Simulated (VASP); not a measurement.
# SiC2 (P-3m1) in VASP: further runs, part 2 of 2

VASP 6.6.1. Earlier steps stand in the parts before.

## (4) Relaxation of cell and atoms, PBE

This run uses another cell than the first one, of 8.30 Å³/atom.

Input file INCAR:

```
SYSTEM = SiC2
  PREC = Accurate
  ENCUT = 600
  EDIFF = 1E-6
  ISMEAR = -1
  SIGMA = 0.02
  LREAL = .False.
  LASPH = .True.
  NELM = 100
  ALGO = Normal
  ISIF = 3
  LWAVE = .False.
  LCHARG = .False.
  GGA = PE
  IBRION = 2
  NSW = 80
  EDIFFG = -0.005
```

Input file KPOINTS:

```
Automatic mesh
0
Gamma
  12 12 4
  0 0 0
```

Input file POSCAR:

```
SiC2
1.0
    2.8631813438      0.0000000000      0.0000000000
   -1.4315906719      2.4795877794      0.0000000000
    0.0000000000      0.0000000000      7.0133333333
C Si
4 2
Direct
    0.0000000000      0.0000000000      0.8750000000
    0.6666666667      0.3333333333      0.5416666667
    0.3333333333      0.6666666667      0.4583333333
    0.0000000000      0.0000000000      0.1250000000
    0.3333333333      0.6666666667      0.2083333333
    0.6666666667      0.3333333333      0.7916666667
```

Potentials or basis: VASP PAW PBE potentials, release 64 (C, Si).

Launch:

```bash
> cat potpaw_PBE.64/C/POTCAR potpaw_PBE.64/Si/POTCAR > POTCAR
> mpirun -np 1 vasp_std > vasp.out
```

OUTCAR:

```text
SYSTEM = SiC2
   PREC = Accurate
   ENCUT = 600
   EDIFF = 1E-6
   ISMEAR = -1
   LREAL = .False.
   LASPH = .True.
   NELM = 100
   ISIF = 3
   GGA = PE
   IBRION = 2
   NSW = 80
   EDIFFG = -0.005

 ion  position               nearest neighbor table
   1  0.000  0.000  0.875-   6 1.75   4 1.75   6 1.75   6 1.75
   2  0.667  0.333  0.542-   6 1.75   3 1.75   3 1.75   3 1.75
   3  0.333  0.667  0.458-   5 1.75   2 1.75   2 1.75   2 1.75
   4  0.000  0.000  0.125-   5 1.75   1 1.75   5 1.75   5 1.75
   5  0.333  0.667  0.208-   4 1.75   3 1.75   4 1.75   4 1.75
   6  0.667  0.333  0.792-   1 1.75   2 1.75   1 1.75   1 1.75

  LATTYP: Found a hexagonal cell.
 ALAT       =     2.8631813438
 C/A-ratio  =     2.4494897428

  Lattice vectors:

 A1 = (   2.8631813438,   0.0000000000,   0.0000000000)
[... 397 lines left out ...]

 E-fermi :   9.5826     XC(G=0): -11.6284

 val. band max:        9.1642905377   @ k =   0.0000   0.0000   0.0000
 cond. band min:      10.6500623325   @ k =   0.0000   0.3333   0.2500
 fundamental gap:      1.4857717947
 Fermi energy:         9.5826315149

 k-point     1 :       0.0000    0.0000    0.0000
  band No.  band energies     occupation
      1      -8.6357      2.00000
      2      -7.0819      2.00000
      3      -5.4689      2.00000
      4       0.7618      2.00000
      5       1.1992      2.00000
      6       6.2124      2.00000
[... 433 lines left out ...]
      3      -4.4028      2.00000
      4      -0.3934      2.00000
      5       2.9040      2.00000
      6       4.0245      2.00000
[... 8 lines left out ...]
     15      13.5798      0.00000
     16      14.1297      0.00000

 [... further k-points ...]

------------------------ aborting loop because EDIFF is reached ----------------------------------------

  FORCE on cell =-STRESS in cart. coord.  units (eV):
  Direction    XX          YY          ZZ          XY          YZ          ZX
  --------------------------------------------------------------------------------------
  -------------------------------------------------------------------------------------
  Total       -0.0273745     -0.0273745      0.0146059      0.0000000      0.0000000      0.0000000
  in kB       -0.8028379     -0.8028379      0.4283613      0.0000000      0.0000000      0.0000000
  external PRESSURE =      -0.3924382 kB  Pullay stress =       0.0000000 kB
[... 21 lines left out ...]
  FREE ENERGIE OF THE ION-ELECTRON SYSTEM (eV)
  ---------------------------------------------------
  free  energy   TOTEN  =       -45.1033515800 eV

  energy  without entropy=      -45.1033515800  energy(sigma->0) =      -45.10335158

 reached required accuracy - stopping structural energy minimisation
```

OSZICAR:

```text
N       E                     dE             d eps       ncg     rms          rms(c)
DAV:   1     0.711091584214E+02    0.71109E+02   -0.13263E+04  2208   0.156E+03
DAV:   2    -0.442269317229E+02   -0.11534E+03   -0.11264E+03  2888   0.231E+02
DAV:   3    -0.481672433619E+02   -0.39403E+01   -0.39325E+01  3088   0.472E+01
DAV:   4    -0.481968391503E+02   -0.29596E-01   -0.29578E-01  2936   0.445E+00
[... 102 lines left out ...]
DAV:   4    -0.451033403340E+02    0.48912E-06   -0.36212E-06  2552   0.129E-02
  12 F= -.45103340E+02 E0= -.45103340E+02  d E =-.441632E-04
       N       E                     dE             d eps       ncg     rms          rms(c)
DAV:   1    -0.451033529524E+02   -0.12129E-04   -0.82589E-04  2256   0.231E-01    0.873E-03
DAV:   2    -0.451033517593E+02    0.11930E-05   -0.14421E-05  3336   0.295E-02    0.480E-03
DAV:   3    -0.451033515800E+02    0.17926E-06   -0.18255E-06  2312   0.119E-02
  13 F= -.45103352E+02 E0= -.45103352E+02  d E =-.554093E-04
```

CONTCAR:

```text
SiC2
   1.00000000000000
     2.9476771405480702    0.0000000000000000    0.0000000000000000
    -1.4738385702740351    2.5527632858992706   -0.0000000000000000
    -0.0000000000000000    0.0000000000000000    7.2600303774012955
  C               Si
     4     2
Direct
     0.0000000000000000    0.0000000000000000    0.8896358624275844
     0.6666666667000030    0.3333333332999970    0.5347230666511582
     0.3333333332999970    0.6666666667000030    0.4652769333488419
     0.0000000000000000    0.0000000000000000    0.1103641375724154
     0.3333333332999970    0.6666666667000030    0.2039107221827703
     0.6666666667000030    0.3333333332999970    0.7960892778172297

  0.00000000E+00  0.00000000E+00  0.00000000E+00
  0.00000000E+00  0.00000000E+00  0.00000000E+00
  0.00000000E+00  0.00000000E+00  0.00000000E+00
  0.00000000E+00  0.00000000E+00  0.00000000E+00
  0.00000000E+00  0.00000000E+00  0.00000000E+00
  0.00000000E+00  0.00000000E+00  0.00000000E+00
```

Wall time 2.9 min (1 thread of Intel Xeon 6975P-C (Granite Rapids), shared host); peak memory 0.21 GiB.

Results:

```yaml
Free_energy: -45.1034 eV
Relaxed_volume: 9.10 Å³/atom
Relaxed_cell: a = 2.948 Å, b = 2.948 Å, c = 7.260 Å, α = 90.00°, β = 90.00°, γ = 120.00°
Space_group_after_relaxing_to_0.1_Å: P-3m1 (No. 164)
Energy_gained_by_relaxing: 175.0 meV/atom
Ionic_steps: 13
Pressure_after_relaxing: 0.0 GPa
Largest_force_after_relaxing: 0.004 eV/Å
Band_gap_on_the_k_mesh: 1.49 eV (least direct gap 1.92 eV)
```

Forces in eV/Å, atoms in the order of the input:
```
C    0.000  0.000 -0.003
C    0.000  0.000  0.004
C    0.000  0.000 -0.004
C    0.000  0.000  0.003
Si   0.000  0.000 -0.002
Si   0.000  0.000  0.002
```

Stress tensor (GPa, compression positive):
```
-0.08  0.00  0.00
 0.00 -0.08  0.00
 0.00  0.00  0.04
```

Step by step:
```csv
step,energy change (eV),largest force (eV/Å),pressure (GPa),volume (Å³)
1,0.0000,4.4003,33.63,49.79
2,1.1551,5.2149,-25.07,63.43
3,-0.9489,1.6197,0.54,54.36
4,-0.9530,1.4030,1.86,54.11
5,-0.9533,1.3256,2.33,54.02
6,-0.9513,1.4196,-3.94,55.65
7,-1.0323,0.5181,-1.35,54.84
8,-1.0487,0.2212,0.58,54.54
9,-1.0491,0.1519,0.30,54.58
10,-1.0494,0.1372,-0.22,54.66
11,-1.0499,0.0369,0.02,54.62
12,-1.0500,0.0198,-0.06,54.63
13,-1.0500,0.0042,-0.04,54.63
```

Final structure:
```
CELL_PARAMETERS angstrom
2.94768 0.00000 0.00000
-1.47384 2.55276 0.00000
0.00000 0.00000 7.26003
ATOMIC_POSITIONS crystal
C 0.00000 0.00000 0.88964
C 0.66667 0.33333 0.53472
C 0.33333 0.66667 0.46528
C 0.00000 0.00000 0.11036
Si 0.33333 0.66667 0.20391
Si 0.66667 0.33333 0.79609
```

Levels at points of the mesh, in eV from the valence-band top:
```tsv
k point	band 9	band 10	band 11	band 12	band 13	band 14	band 15	band 16
(0.00, 0.00, 0.00)	-2.60	-0.74	0.00	0.00	1.92	3.51	3.51	3.93
(0.50, 0.00, 0.00)	-4.57	-4.17	-4.01	-1.91	1.49	1.84	3.03	4.72
(0.00, 0.00, 0.50)	-2.54	-2.47	-0.08	-0.08	2.03	3.64	3.64	4.15
(0.50, 0.00, 0.50)	-5.10	-4.44	-2.78	-1.68	1.89	2.43	3.36	4.71
```

A k mesh can miss the band edges.

## (5) Relaxation of cell and atoms, r2SCAN

This run uses another cell than the first one, of 9.11 Å³/atom.

Input file POSCAR:

```
SiC2
1.0
    2.9473842200      0.0000000000      0.0000000000
   -1.4736921100      2.5525096093      0.0000000000
    0.0000000000      0.0000000000      7.2631363287
C Si
4 2
Direct
    0.0000000000      0.0000000000      0.8897370572
    0.6666666667      0.3333333333      0.5347334038
    0.3333333333      0.6666666667      0.4652665962
    0.0000000000      0.0000000000      0.1102629428
    0.3333333333      0.6666666667      0.2039054087
    0.6666666667      0.3333333333      0.7960945913
```

Input file INCAR.step1:

```
SYSTEM = SiC2
PREC = Accurate
ENCUT = 600
ISMEAR = -1
SIGMA = 0.02
LREAL = .FALSE.
LASPH = .TRUE.
NELM = 60
GGA = PE
ALGO = Normal
EDIFF = 1E-4
LWAVE = .TRUE.
LCHARG = .FALSE.
```

Input file INCAR.step2:

```
SYSTEM = SiC2
PREC = Accurate
ENCUT = 600
EDIFF = 1E-6
ISMEAR = -1
SIGMA = 0.02
LREAL = .FALSE.
LASPH = .TRUE.
NELM = 60
ALGO = Normal
ISIF = 3
LWAVE = .FALSE.
LCHARG = .FALSE.
METAGGA = R2SCAN
LMIXTAU = .TRUE.
IBRION = 2
NSW = 80
EDIFFG = -0.005
ISTART = 1
```

Input file KPOINTS:

```
regular mesh
0
G
  12 12 4
  0 0 0
```

Launch:

```bash
> cat potpaw_PBE.64/C/POTCAR potpaw_PBE.64/Si/POTCAR > POTCAR
> cp INCAR.step1 INCAR
> mpirun -np 1 vasp_std > vasp.out
> cp INCAR.step2 INCAR
> mpirun -np 1 vasp_std > vasp.out
```

It took 6.8 min on 1 thread of Intel Xeon 6975P-C (Granite Rapids), shared host; peak memory 0.23 GiB.

Results (log left out):

```
Free energy                           : -54.9941 eV
Relaxed volume                        : 8.99 Å³/atom
Relaxed cell                          : a = 2.937 Å, b = 2.937 Å, c = 7.221 Å, α = 90.00°, β = 90.00°, γ = 120.00°
Space group after relaxing (to 0.1 Å) : P-3m1 (No. 164)
Energy gained by relaxing             : 2.2 meV/atom
Ionic steps                           : 7
Pressure after relaxing               : 0.0 GPa
Band gap on the k mesh                : 1.88 eV (least direct gap 2.30 eV)
```

The path:
```csv
step,energy change (eV),largest force (eV/Å),pressure (GPa),volume (Å³)
1,0.0000,0.3691,-3.57,54.64
2,0.0116,0.5585,4.94,53.05
3,-0.0127,0.0539,-0.13,53.97
4,-0.0129,0.0256,0.13,53.90
5,-0.0130,0.0224,0.07,53.92
6,-0.0130,0.0089,-0.02,53.93
7,-0.0130,0.0009,0.00,53.93
```

Final structure:
```
C Si
1.0
     2.93662    0.00000    0.00000
    -1.46831    2.54319    0.00000
     0.00000    0.00000    7.22091
C Si
4 2
Direct
  0.00000 0.00000 0.88854
  0.66667 0.33333 0.53532
  0.33333 0.66667 0.46468
  0.00000 0.00000 0.11146
  0.33333 0.66667 0.20367
  0.66667 0.33333 0.79633
```

Levels at points of the mesh, in eV from the valence-band top:
```tsv
k point	band 9	band 10	band 11	band 12	band 13	band 14	band 15	band 16
(0.00, 0.00, 0.00)	-2.72	-0.62	0.00	0.00	2.30	3.98	3.98	4.35
(0.50, 0.00, 0.00)	-4.76	-4.31	-4.12	-2.01	1.97	2.28	3.51	5.16
(0.00, 0.00, 0.50)	-2.60	-2.45	-0.08	-0.08	2.42	4.11	4.11	4.60
(0.50, 0.00, 0.50)	-5.17	-4.65	-2.82	-1.75	2.27	2.92	3.92	5.32
```

Caveat: the PAW data sets were made with another functional, which shifts forces and pressure a little. A k mesh can miss the band edges.

## (6) Summary

```tsv
task	level	cell	cutoff (eV)	smearing	gap on the mesh (eV)	pressure (GPa)	relaxed volume (Å³/atom)	largest force (eV/Å)
single point	r2SCAN	a = 2.938, b = 2.938, c = 7.226 Å, angles 90.0, 90.0, 120.0°, 6 atoms, atomic positions A	520	fermi-dirac 0.02 eV	1.87	-0.1	-	0.04
single point	r2SCAN	a = 2.938, b = 2.938, c = 7.226 Å, angles 90.0, 90.0, 120.0°, 6 atoms, atomic positions A	520	gaussian 0.01 eV	1.87	-0.1	-	0.04
relaxation of cell and atoms	PBE	relaxed from a = 2.863, b = 2.863, c = 7.013 Å, angles 90.0, 90.0, 120.0°, 6 atoms, atomic positions B	600	fermi-dirac 0.02 eV	1.49	0.0	9.10	-
relaxation of cell and atoms	r2SCAN	relaxed from a = 2.947, b = 2.947, c = 7.263 Å, angles 90.0, 90.0, 120.0°, 6 atoms, atomic positions C	600	fermi-dirac 0.02 eV	1.88	0.0	8.99	-
```

Alike in all rows: potentials or basis VASP PAW PBE potentials, release 64 (C, Si); no spin polarisation; k mesh 12 × 12 × 4.

Caveats: the PAW data sets were made with another functional, which shifts forces and pressure a little (at least some runs).

Absolute energies hang on the potentials; compare differences alone.
